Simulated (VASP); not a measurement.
# YN (Fm-3m) in VASP: a series of runs, part 2 of 2

VASP 6.6.1.

**4. Single point, PBE**

This run uses another cell than the first one, of 15.66 Å³/atom, 1.080 times its volume.

INCAR

```
ALGO     = Normal         # electronic algorithm
EDIFF    = 1E-6           # SCF threshold, eV
ENCUT    = 600            # plane-wave cutoff, eV
GGA      = PE             # functional
GGA_COMPAT= False        
ISIF     = 2              # what is computed and relaxed
ISMEAR   = 0              # smearing method
LASPH    = True           # aspherical terms in the spheres
LCHARG   = True           # write CHGCAR
LELF     = True           # ELF
LREAL    = False          # projectors in reciprocal space
LVHAR    = True         
LWAVE    = False          # write WAVECAR
NBANDS   = 15             # bands
NELM     = 120            # most SCF steps
PREC     = Accurate       # precision mode
SIGMA    = 0.01           # smearing width, eV
```

KPOINTS

```
k-points
0
Gamma
  8 8 8
```

POSCAR

```
YN
1.0
    0.0000000000      2.5018658076      2.5018658076
    2.5018658076      0.0000000000      2.5018658076
    2.5018658076      2.5018658076      0.0000000000
Y N
1 1
Direct
    0.0000000000      0.0000000000      0.0000000000
    0.5000000000      0.5000000000      0.5000000000
```

Potentials or basis: VASP PAW PBE potentials, release 64 (Y_sv, N).

Launch:

```sh
> cat potpaw_PBE.64/Y_sv/POTCAR potpaw_PBE.64/N/POTCAR > POTCAR
> mpirun -np 1 vasp_std > vasp.out
```

OUTCAR:

```text
EDIFF = 1E-6
   ENCUT = 600
   GGA = PE
   ISIF = 2
   ISMEAR = 0
   LASPH = True
   LREAL = False
   NELM = 120
   PREC = Accurate

 ion  position               nearest neighbor table
   1  0.000  0.000  0.000-   2 2.50   2 2.50   2 2.50   2 2.50   2 2.50   2 2.50
   2  0.500  0.500  0.500-   1 2.50   1 2.50   1 2.50   1 2.50   1 2.50   1 2.50

  LATTYP: Found a face centered cubic cell.
 ALAT       =     5.0037316152

  Lattice vectors:

 A1 = (   0.0000000000,   2.5018658076,   2.5018658076)
 A2 = (   2.5018658076,   0.0000000000,   2.5018658076)
 A3 = (   2.5018658076,   2.5018658076,   0.0000000000)

Analysis of symmetry for initial positions (statically):
=====================================================================
 Subroutine PRICEL returns:
 Original cell was already a primitive cell.

 Routine SETGRP: Setting up the symmetry group for a
 face centered cubic supercell.

 Subroutine GETGRP returns: Found 48 space group operations
 (whereof 48 operations were pure point group operations)
 out of a pool of 48 trial point group operations.

The static configuration has the point symmetry O_h .

Analysis of symmetry for dynamics (positions and initial velocities):
=====================================================================
 Subroutine PRICEL returns:
 Original cell was already a primitive cell.

 Routine SETGRP: Setting up the symmetry group for a
 face centered cubic supercell.

 Subroutine GETGRP returns: Found 48 space group operations
 (whereof 48 operations were pure point group operations)
 out of a pool of 48 trial point group operations.

The dynamic configuration has the point symmetry O_h .

 Subroutine INISYM returns: Found 48 space group operations
 (whereof 48 operations are pure point group operations),
 and found     1 'primitive' translations

----------------------------------------------------------------------------------------

                                     Primitive cell

  volume of cell :      31.3200

  direct lattice vectors                    reciprocal lattice vectors
     0.000000000  2.501865808  2.501865808    -0.199850847  0.199850847  0.199850847
     2.501865808  0.000000000  2.501865808     0.199850847 -0.199850847  0.199850847
     2.501865808  2.501865808  0.000000000     0.199850847  0.199850847 -0.199850847

  length of vectors
     3.538172556  3.538172556  3.538172556     0.346151820  0.346151820  0.346151820

  position of ions in fractional coordinates (direct lattice)
     0.000000000  0.000000000  0.000000000
     0.500000000  0.500000000  0.500000000

  ion indices of the primitive-cell ions
   primitive index   ion index
                 1           1
                 2           2

----------------------------------------------------------------------------------------

 KPOINTS: k-points

Automatic generation of k-mesh.
 Grid dimensions read from file:
 generate k-points for:    8    8    8

 Generating k-lattice:

  Cartesian coordinates                     Fractional coordinates (reciprocal lattice)
    -0.024981356  0.024981356  0.024981356     0.125000000  0.000000000  0.000000000
     0.024981356 -0.024981356  0.024981356     0.000000000  0.125000000  0.000000000
     0.024981356  0.024981356 -0.024981356     0.000000000  0.000000000  0.125000000

  Length of vectors
     0.043268978  0.043268978  0.043268978

[... 37 lines left out ...]
   total plane-waves  NPLWV =  21952
   dimension x,y,z NGX =    28 NGY =   28 NGZ =   28
   dimension x,y,z NGXF=    56 NGYF=   56 NGZF=   56
   ions per type =               1   1
   NGX,Y,Z   is equivalent  to a cutoff of  13.16, 13.16, 13.16 a.u.
   NGXF,Y,Z  is equivalent  to a cutoff of  26.31, 26.31, 26.31 a.u.
 SYSTEM =  unknown system
   PREC   = accura    normal or accurate (medium, high low for compatibility)
   ISTART =      0    job   : 0-new  1-cont  2-samecut
   ICHARG =      2    charge: 1-file 2-atom 10-const
   ISPIN  =      1    spin polarized calculation?
   LNONCOLLINEAR =      F non collinear calculations
   LSORBIT =      F    spin-orbit coupling
   LASPH  =      T    aspherical Exc in radial PAW
   ENCUT  =  600.0 eV  44.10 Ry    6.64 a.u.   7.07  7.07  7.07*2*pi/ulx,y,z
   NELM   =    120;   NELMIN=  2; NELMDL= -5     # of ELM steps
   EDIFF  = 0.1E-05   stopping-criterion for ELM
   LREAL  =      F    real-space projection
   EDIFFG = 0.1E-04   stopping-criterion for IOM
   NSW    =      0    number of steps for IOM
   IBRION =     -1    ionic relax: 0-MD 1-quasi-New 2-CG
   NFREE  =      0    steps in history (QN), initial steepest desc. (CG)
   ISIF   =      2    stress and relaxation
   ISYM   =      2    0-nonsym 1-usesym 2-fastsym
   POTIM  = 0.5000    time-step for ionic-motion
   TEBEG  =    0.0;   TEEND  =   0.0 temperature during run
   PSTRESS=    0.0 pullay stress
   NELECT =      16.0000    total number of electrons
   NUPDOWN=      -1.0000    fix difference up-down
   EMIN   =  10.00;   EMAX   =-10.00  energy-range for DOS
   EFERMI =   0.00;   METHOD = LEGACY
   ISMEAR =     0;   SIGMA  =   0.01  broadening in eV -4-tet -1-fermi 0-gaus
   EFERMI_NEDOS =   21; number of points for ismear=-14 and -15
   IALGO  =     38    algorithm
   IMIX   =      4    mixing-type and parameters
     AMIX     =   0.40;   BMIX     =  1.00
     AMIX_MAG =   1.60;   BMIX_MAG =  1.00
  volume/ion in A,a.u.               =      15.66       105.68
  Fermi-wavevector in a.u.,A,eV,Ry     =   1.308702  2.473088 23.302716  1.712701
  Thomas-Fermi vector in A             =   2.439351
   LORBIT       =      0    0 simple, 1 ext, 2 COOP (PROOUT), +10 PAW based schemes
   GGA     = PE    functional components
   LHFCALC =     F    Hartree Fock is set to
   AEXX    =    0.0000 exact exchange contribution
   IVDW    =     0    specifies the selected vdW correction
   LEPSILON=     F    determine dielectric tensor
   LRPA    =     F    only Hartree local field effects (RPA)
 non-spin polarized calculation
 Gauss-broadening in eV      SIGMA  =   0.01
  energy-cutoff  :      600.00
  volume of cell :       31.32
 maximum number of plane-waves:      1056
   NGX = 15   NGY = 15   NGZ = 15

 number of electron      15.9999998 magnetization

 Free energy of the ion-electron system (eV)
  ---------------------------------------------------
  ext. energy  EPLUGINS =         0.00000000
  ---------------------------------------------------
  free energy    TOTEN  =       -18.17909470 eV

  energy without entropy =      -18.17909470  energy(sigma->0) =      -18.17909470

 E-fermi :   3.9154     XC(G=0): -10.9142

 val. band max:        3.7478080805   @ k =   0.0000   0.0000   0.0000
 cond. band min:       4.0434885300   @ k =   0.5000   0.5000   0.0000
 fundamental gap:      0.2956804495
 Fermi energy:         3.9154438467

 k-point     1 :       0.0000    0.0000    0.0000
  band No.  band energies     occupation
      1     -37.3951      2.00000
      2     -17.0876      2.00000
      3     -17.0876      2.00000
      4     -17.0876      2.00000
      5      -8.9859      2.00000
      6       3.7478      2.00000
      7       3.7478      2.00000
      8       3.7478      2.00000
      9       6.7730      0.00000
     10       6.7730      0.00000
     11       6.7730      0.00000
     12       7.2847      0.00000
     13       8.5838      0.00000
     14       8.5838      0.00000
[... 401 lines left out ...]
      2     -17.8045      2.00000
      3     -17.3578      2.00000
      4     -17.2269      2.00000
      5      -7.8314      2.00000
      6       0.6758      2.00000
      7       1.9541      2.00000
      8       2.0052      2.00000
      9       8.0186      0.00000
     10       8.3171      0.00000
     11      10.1701      0.00000
     12      11.1695      0.00000
     13      12.6440      0.00000
     14      13.9459      0.00000
     15      15.4393      0.00000

 [... further k-points ...]

------------------------ aborting loop because EDIFF is reached ----------------------------------------

  FORCE on cell =-STRESS in cart. coord.  units (eV):
  Direction    XX          YY          ZZ          XY          YZ          ZX
  --------------------------------------------------------------------------------------
  -------------------------------------------------------------------------------------
  Total       -1.6599312     -1.6599312     -1.6599312     -0.0000000      0.0000000      0.0000000
  in kB      -84.9138702    -84.9138702    -84.9138702     -0.0000000      0.0000000      0.0000000
  external PRESSURE =     -84.9138702 kB  Pullay stress =       0.0000000 kB

 VOLUME and BASIS-vectors are now :
 -----------------------------------------------------------------------------
  energy-cutoff  :      600.00
  volume of cell :       31.32
      direct lattice vectors                 reciprocal lattice vectors
     0.000000000  2.501865808  2.501865808    -0.199850847  0.199850847  0.199850847
     2.501865808  0.000000000  2.501865808     0.199850847 -0.199850847  0.199850847
     2.501865808  2.501865808  0.000000000     0.199850847  0.199850847 -0.199850847

 POSITION                                       TOTAL-FORCE (eV/Angst)
 -----------------------------------------------------------------------------------
      0.00000      0.00000      0.00000         0.000000      0.000000      0.000000
      2.50187      2.50187      2.50187         0.000000      0.000000     -0.000000
 -----------------------------------------------------------------------------------
    total drift:                                0.000000      0.000000      0.000000

  FREE ENERGIE OF THE ION-ELECTRON SYSTEM (eV)
  ---------------------------------------------------
  free  energy   TOTEN  =       -18.1790947048 eV

  energy  without entropy=      -18.1790947048  energy(sigma->0) =      -18.17909470
```

Run time: 40 s. Hardware: 1 thread of Intel Xeon 8259CL, shared host; peak memory 0.18 GiB.

What came out:

```yaml
Free_energy: -18.1791 eV
Pressure: -8.5 GPa
Band_gap_on_the_k_mesh: 0.30 eV, indirect (least direct gap 0.73 eV)
```

Levels at points of the mesh, in eV from the valence-band top:
| k point | band 4 | band 5 | band 6 | band 7 | band 8 | band 9 | band 10 | band 11 | band 12 | band 13 |
| --- | --- | --- | --- | --- | --- | --- | --- | --- | --- | --- |
| (0.00, 0.00, 0.00) | -20.84 | -12.73 | 0.00 | 0.00 | 0.00 | 3.03 | 3.03 | 3.03 | 3.54 | 4.84 |
| (0.50, 0.00, 0.00) | -20.90 | -11.25 | -3.88 | -2.07 | -2.07 | 5.34 | 5.96 | 5.96 | 6.29 | 9.42 |
| (0.50, 0.50, 0.00) | -21.09 | -12.28 | -1.61 | -0.44 | -0.44 | 0.30 | 6.41 | 6.53 | 7.35 | 7.35 |

**5. The runs side by side**

```csv
cell,gap on the mesh (eV),pressure (GPa)
"a = 3.449 Å, angles 60.0°, 2 atoms",0.17,2.7
"a = 3.494 Å, angles 60.0°, 2 atoms",0.24,-3.5
"a = 3.538 Å, angles 60.0°, 2 atoms",0.30,-8.5
```

Alike in all rows: task single point; level PBE; potentials or basis VASP PAW PBE potentials, release 64 (Y_sv, N); no spin polarisation; k mesh 8 × 8 × 8; cutoff (eV) 600; smearing gaussian 0.01 eV.

Absolute energies hang on the potentials; compare differences alone.
